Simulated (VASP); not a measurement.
# LiNbO3 (R3c) in VASP: relaxation of cell and atoms with PBE

Aim: the relaxation of cell and atoms of LiNbO3 with PBE.

Everything below comes from runs of VASP 6.6.1. Logs are shortened: lines on timing, memory, paths and dates and some standing lists are left out, and cuts for length are marked.

**1. The cell of the first run**

It takes space group R3c (No. 161, trigonal). The conventional cell has a = 5.189 Å, b = 5.189 Å, c = 13.994 Å, α = 90.00°, β = 90.00°, γ = 120.00°. Within 2.8 Å of Li (site symmetry 3) lie 6 O at 2.08 to 2.27 Å. Within 2.5 Å of Nb (site symmetry 3) lie 6 O at 1.89 to 2.15 Å. O (site symmetry 1) has 2 Nb at 1.89 to 2.15 Å and 2 Li at 2.08 to 2.27 Å within 2.5 Å.

**2. Relaxation of cell and atoms, PBE**

INCAR reads:

```
PREC = Accurate
ENCUT = 600
EDIFF = 1E-6
ISMEAR = 0
SIGMA = 0.02
LREAL = F
LASPH = T
NELM = 80
ALGO = Normal
ISIF = 3
LWAVE = F
LCHARG = F
GGA = PE
IBRION = 2
NSW = 100
EDIFFG = -0.01
```

KPOINTS reads:

```
regular mesh
0
Gamma
  6 6 6
```

POSCAR reads:

```
LiNbO3
1.0
    2.5945219895      1.4979479691      4.6647426856
   -2.5945219895      1.4979479691      4.6647426856
    0.0000000000     -2.9958959381      4.6647426856
Li Nb O
2 2 6
Direct
    0.2808757550      0.2808757550      0.2808757550
    0.7808757550      0.7808757550      0.7808757550
    0.0003559616      0.0003559616      0.0003559616
    0.5003559616      0.5003559616      0.5003559616
    0.1107355100      0.3583878680      0.7213149253
    0.7213149253      0.1107355100      0.3583878680
    0.3583878680      0.7213149253      0.1107355100
    0.2213149253      0.8583878680      0.6107355100
    0.8583878680      0.6107355100      0.2213149253
    0.6107355100      0.2213149253      0.8583878680
```

Potentials or basis: VASP PAW PBE potentials, release 64 (Li_sv, Nb_sv, O).

Command:

```bash
cat potpaw_PBE.64/Li_sv/POTCAR potpaw_PBE.64/Nb_sv/POTCAR potpaw_PBE.64/O/POTCAR > POTCAR
mpirun -np 1 vasp_std > vasp.out
```

OUTCAR:

```text
PREC = Accurate
   ENCUT = 600
   EDIFF = 1E-6
   ISMEAR = 0
   LREAL = F
   LASPH = T
   NELM = 80
   ISIF = 3
   GGA = PE
   IBRION = 2
   NSW = 100
   EDIFFG = -0.01

 ion  position               nearest neighbor table
   1  0.281  0.281  0.281-   9 2.08  10 2.08   8 2.08   5 2.27   6 2.27   7 2.27
   2  0.781  0.781  0.781-   5 2.08   6 2.08   7 2.08   9 2.27  10 2.27   8 2.27
   3  0.000  0.000  0.000-   7 1.89   6 1.89   5 1.89   8 2.15  10 2.15   9 2.15
   4  0.500  0.500  0.500-   8 1.89  10 1.89   9 1.89   7 2.15   6 2.15   5 2.15
   5  0.111  0.358  0.721-   3 1.89   2 2.08   4 2.15   1 2.27
   6  0.721  0.111  0.358-   3 1.89   2 2.08   4 2.15   1 2.27
   7  0.358  0.721  0.111-   3 1.89   2 2.08   4 2.15   1 2.27
   8  0.221  0.858  0.611-   4 1.89   1 2.08   3 2.15   2 2.27
   9  0.858  0.611  0.221-   4 1.89   1 2.08   3 2.15   2 2.27
  10  0.611  0.221  0.858-   4 1.89   1 2.08   3 2.15   2 2.27

  LATTYP: Found a trigonal (rhomboedric) cell.
 ALAT       =     5.5439351363
 COS(alpha) =     0.5619653898

  Lattice vectors:

 A1 = (   2.5945219895,   1.4979479691,   4.6647426856)
 A2 = (  -2.5945219895,   1.4979479691,   4.6647426856)
 A3 = (   0.0000000000,  -2.9958959381,   4.6647426856)

Analysis of symmetry for initial positions (statically):
=====================================================================
 Subroutine PRICEL returns:
 Original cell was already a primitive cell.

 Routine SETGRP: Setting up the symmetry group for a
 trigonal (rhombohedral) supercell.

 Subroutine GETGRP returns: Found  6 space group operations
 (whereof  3 operations were pure point group operations)
 out of a pool of 12 trial point group operations.

The static configuration has the point symmetry C_3 .
 The point group associated with its full space group is C_3v.

Analysis of symmetry for dynamics (positions and initial velocities):
=====================================================================
 Subroutine PRICEL returns:
 Original cell was already a primitive cell.

 Routine SETGRP: Setting up the symmetry group for a
 trigonal (rhombohedral) supercell.

 Subroutine GETGRP returns: Found  6 space group operations
 (whereof  3 operations were pure point group operations)
 out of a pool of 12 trial point group operations.

The dynamic configuration has the point symmetry C_3 .
 The point group associated with its full space group is C_3v.

 Subroutine INISYM returns: Found  6 space group operations
 (whereof  3 operations are pure point group operations),
 and found     1 'primitive' translations

----------------------------------------------------------------------------------------

                                     Primitive cell

  volume of cell :     108.7760

  direct lattice vectors                    reciprocal lattice vectors
     2.594521990  1.497947969  4.664742686     0.192713726  0.111263322  0.071458032
    -2.594521990  1.497947969  4.664742686    -0.192713726  0.111263322  0.071458032
     0.000000000 -2.995895938  4.664742686     0.000000000 -0.222526643  0.071458032

  length of vectors
     5.543935136  5.543935136  5.543935136     0.233718543  0.233718543  0.233718543

  position of ions in fractional coordinates (direct lattice)
     0.280875755  0.280875755  0.280875755
     0.780875755  0.780875755  0.780875755
     0.000355962  0.000355962  0.000355962
     0.500355962  0.500355962  0.500355962
     0.110735510  0.358387868  0.721314925
     0.721314925  0.110735510  0.358387868
     0.358387868  0.721314925  0.110735510
     0.221314925  0.858387868  0.610735510
     0.858387868  0.610735510  0.221314925
     0.610735510  0.221314925  0.858387868

  ion indices of the primitive-cell ions
   primitive index   ion index
                 1           1
                 2           2
                 3           3
                 4           4
                 5           5
                 6           6
                 7           7
                 8           8
                 9           9
                10          10

----------------------------------------------------------------------------------------

 KPOINTS: regular mesh

Automatic generation of k-mesh.
 Grid dimensions read from file:
 generate k-points for:    6    6    6

 Generating k-lattice:

  Cartesian coordinates                     Fractional coordinates (reciprocal lattice)
     0.032118954  0.018543887  0.011909672     0.166666667  0.000000000  0.000000000
    -0.032118954  0.018543887  0.011909672     0.000000000  0.166666667  0.000000000
     0.000000000 -0.037087774  0.011909672     0.000000000  0.000000000  0.166666667

  Length of vectors
     0.038953090  0.038953090  0.038953090

  Shift w.r.t. Gamma in fractional coordinates (k-lattice)
     0.000000000  0.000000000  0.000000000

 Subroutine IBZKPT returns following result:
 ===========================================

 Found     32 irreducible k-points:

 Following reciprocal coordinates:
            Coordinates               Weight
  0.000000  0.000000  0.000000      1.000000
  0.166667 -0.000000  0.000000      6.000000
  0.333333  0.000000  0.000000      6.000000
  0.500000  0.000000  0.000000      3.000000
  0.166667  0.166667  0.000000      6.000000
  0.333333  0.166667  0.000000     12.000000
[... 16 lines left out ...]
  0.500000  0.500000  0.166667      6.000000
 -0.333333  0.500000  0.166667     12.000000
 [... further k-points ...]
   k-points           NKPTS =     32   k-points in BZ     NKDIM =     32   number of bands    NBANDS=     40
   number of dos      NEDOS =    301   number of ions     NIONS =     10
   total plane-waves  NPLWV = 110592
   dimension x,y,z NGX =    48 NGY =   48 NGZ =   48
   dimension x,y,z NGXF=    96 NGYF=   96 NGZF=   96
   ions per type =               2   2   6
   NGX,Y,Z   is equivalent  to a cutoff of  14.39, 14.39, 14.39 a.u.
   NGXF,Y,Z  is equivalent  to a cutoff of  28.79, 28.79, 28.79 a.u.
 SYSTEM =  unknown system
   PREC   = accura    normal or accurate (medium, high low for compatibility)
   ISTART =      0    job   : 0-new  1-cont  2-samecut
   ICHARG =      2    charge: 1-file 2-atom 10-const
   ISPIN  =      1    spin polarized calculation?
   LNONCOLLINEAR =      F non collinear calculations
   LSORBIT =      F    spin-orbit coupling
   LASPH  =      T    aspherical Exc in radial PAW
   ENCUT  =  600.0 eV  44.10 Ry    6.64 a.u.  11.07 11.07 11.07*2*pi/ulx,y,z
   NELM   =     80;   NELMIN=  2; NELMDL= -5     # of ELM steps
   EDIFF  = 0.1E-05   stopping-criterion for ELM
   LREAL  =      F    real-space projection
   EDIFFG = -.1E-01   stopping-criterion for IOM
   NSW    =    100    number of steps for IOM
   IBRION =      2    ionic relax: 0-MD 1-quasi-New 2-CG
   NFREE  =      1    steps in history (QN), initial steepest desc. (CG)
   ISIF   =      3    stress and relaxation
   ISYM   =      2    0-nonsym 1-usesym 2-fastsym
   POTIM  = 0.5000    time-step for ionic-motion
   TEBEG  =    0.0;   TEEND  =   0.0 temperature during run
   PSTRESS=    0.0 pullay stress
   NELECT =      68.0000    total number of electrons
   NUPDOWN=      -1.0000    fix difference up-down
   EMIN   =  10.00;   EMAX   =-10.00  energy-range for DOS
   EFERMI =   0.00;   METHOD = LEGACY
   ISMEAR =     0;   SIGMA  =   0.02  broadening in eV -4-tet -1-fermi 0-gaus
   EFERMI_NEDOS =   21; number of points for ismear=-14 and -15
   IALGO  =     38    algorithm
   IMIX   =      4    mixing-type and parameters
     AMIX     =   0.40;   BMIX     =  1.00
     AMIX_MAG =   1.60;   BMIX_MAG =  1.00
  volume/ion in A,a.u.               =      10.88        73.41
  Fermi-wavevector in a.u.,A,eV,Ry     =   1.399803  2.645243 26.659899  1.959447
  Thomas-Fermi vector in A             =   2.522826
   LORBIT       =      0    0 simple, 1 ext, 2 COOP (PROOUT), +10 PAW based schemes
   GGA     = PE    functional components
   LHFCALC =     F    Hartree Fock is set to
   AEXX    =    0.0000 exact exchange contribution
   IVDW    =     0    specifies the selected vdW correction
   LEPSILON=     F    determine dielectric tensor
   LRPA    =     F    only Hartree local field effects (RPA)
 conjugate gradient relaxation of ions
 non-spin polarized calculation
 Gauss-broadening in eV      SIGMA  =   0.02
  energy-cutoff  :      600.00
  volume of cell :      108.78
 maximum number of plane-waves:      3655
 NGX is ok and might be reduce to    48
   NGX = 23   NGY = 23   NGZ = 23

--------------------------------------- Ionic step        1  -------------------------------------------

 number of electron      67.9999995 magnetization

 Free energy of the ion-electron system (eV)
  ---------------------------------------------------
  ext. energy  EPLUGINS =         0.00000000
  ---------------------------------------------------
  free energy    TOTEN  =       -80.05651876 eV

  energy without entropy =      -80.05651876  energy(sigma->0) =      -80.05651876

------------------------ aborting loop because EDIFF is reached ----------------------------------------

  FORCE on cell =-STRESS in cart. coord.  units (eV):
  Direction    XX          YY          ZZ          XY          YZ          ZX
  --------------------------------------------------------------------------------------
  -------------------------------------------------------------------------------------
  Total       -0.3193448     -0.3193448     -0.2123466      0.0000000     -0.0000000      0.0000000
  in kB       -4.7036754     -4.7036754     -3.1276833      0.0000000     -0.0000000      0.0000000
  external PRESSURE =      -4.1783447 kB  Pullay stress =       0.0000000 kB
[... 293 lines left out ...]
  energy  without entropy=      -80.0570128288  energy(sigma->0) =      -80.05701283

--------------------------------------- Ionic step        8  -------------------------------------------

 number of electron      67.9999994 magnetization

 Free energy of the ion-electron system (eV)
  ---------------------------------------------------
  ext. energy  EPLUGINS =         0.00000000
  ---------------------------------------------------
  free energy    TOTEN  =       -80.05709970 eV

  energy without entropy =      -80.05709970  energy(sigma->0) =      -80.05709970

 E-fermi :   3.6250     XC(G=0): -10.6950

 val. band max:        3.3674936005   @ k =   0.1667   0.1667   0.1667
 cond. band min:       6.9089885134   @ k =   0.5000   0.3333   0.0000
 fundamental gap:      3.5414949130
 Fermi energy:         3.6250385333

 k-point     1 :       0.0000    0.0000    0.0000
  band No.  band energies     occupation
      1     -50.8668      2.00000
      2     -50.8531      2.00000
      3     -39.2772      2.00000
      4     -39.2748      2.00000
      5     -27.1418      2.00000
      6     -27.1418      2.00000
[... 1021 lines left out ...]
     39       8.4474      0.00000
     40       8.6068      0.00000

 [... further k-points ...]
[... 5 lines left out ...]
  --------------------------------------------------------------------------------------
  -------------------------------------------------------------------------------------
  Total        0.0040408      0.0040408      0.0028420      0.0000000      0.0000000      0.0000000
  in kB        0.0597113      0.0597113      0.0419966      0.0000000      0.0000000      0.0000000
  external PRESSURE =       0.0538064 kB  Pullay stress =       0.0000000 kB
[... 25 lines left out ...]
  FREE ENERGIE OF THE ION-ELECTRON SYSTEM (eV)
  ---------------------------------------------------
  free  energy   TOTEN  =       -80.0570996991 eV

  energy  without entropy=      -80.0570996991  energy(sigma->0) =      -80.05709970

 reached required accuracy - stopping structural energy minimisation
```

Wall time 26 min (1 thread of Intel Xeon Platinum 8259CL at 2.50GHz (Skylake/Cascade Lake), shared host); peak memory 0.42 GiB.

What came out:

| Quantity | Value |
| --- | --- |
| Free energy | -80.0571 eV |
| Relaxed volume | 10.84 Å³/atom |
| Relaxed cell | a = 5.541 Å, b = 5.541 Å, c = 5.541 Å, α = 55.75°, β = 55.75°, γ = 55.75° |
| Space group after relaxing (to 0.1 Å) | R3c (No. 161) |
| Energy gained by relaxing | 0.1 meV/atom |
| Ionic steps | 8 |
| Pressure after relaxing | 0.0 GPa |
| Largest force after relaxing | 0.006 eV/Å |
| Band gap on the k mesh | 3.54 eV (least direct gap 3.56 eV) |

Forces in eV/Å, atoms in the order of the input:
```
Li   0.000  0.000  0.004
Li   0.000  0.000  0.004
Nb   0.000  0.000  0.006
Nb   0.000  0.000  0.006
O    0.002  0.003 -0.003
O   -0.004  0.000 -0.003
O    0.002 -0.004 -0.003
O   -0.002 -0.004 -0.003
O   -0.002  0.003 -0.003
O    0.004  0.000 -0.003
```

The path:
| step | energy change (eV) | largest force (eV/Å) | pressure (GPa) | volume (Å³) |
| --- | --- | --- | --- | --- |
| 1 | 0.0000 | 0.0184 | -0.42 | 108.78 |
| 2 | 0.0002 | 0.0567 | 0.52 | 108.33 |
| 3 | -0.0003 | 0.0214 | 0.00 | 108.58 |
| 4 | -0.0004 | 0.0157 | -0.01 | 108.53 |
| 5 | -0.0004 | 0.0133 | 0.02 | 108.44 |
| 6 | -0.0004 | 0.0135 | 0.02 | 108.45 |
| 7 | -0.0005 | 0.0105 | 0.02 | 108.45 |
| 8 | -0.0006 | 0.0060 | 0.01 | 108.42 |

Final structure:
```
Li Nb O
1.0
     2.59048    1.49561    4.66418
    -2.59048    1.49561    4.66418
     0.00000   -2.99123    4.66418
Li Nb O
2 2 6
Direct
  0.28139 0.28139 0.28139
  0.78139 0.78139 0.78139
  0.00017 0.00017 0.00017
  0.50017 0.50017 0.50017
  0.11010 0.35883 0.72117
  0.72117 0.11010 0.35883
  0.35883 0.72117 0.11010
  0.22117 0.85883 0.61010
  0.85883 0.61010 0.22117
  0.61010 0.22117 0.85883
```

Caveat: the cutoff is under 1.25 times the usual one of these potentials, so pressure, stress and relaxed cells hold a basis-set (Pulay) error. A k mesh can miss the band edges.
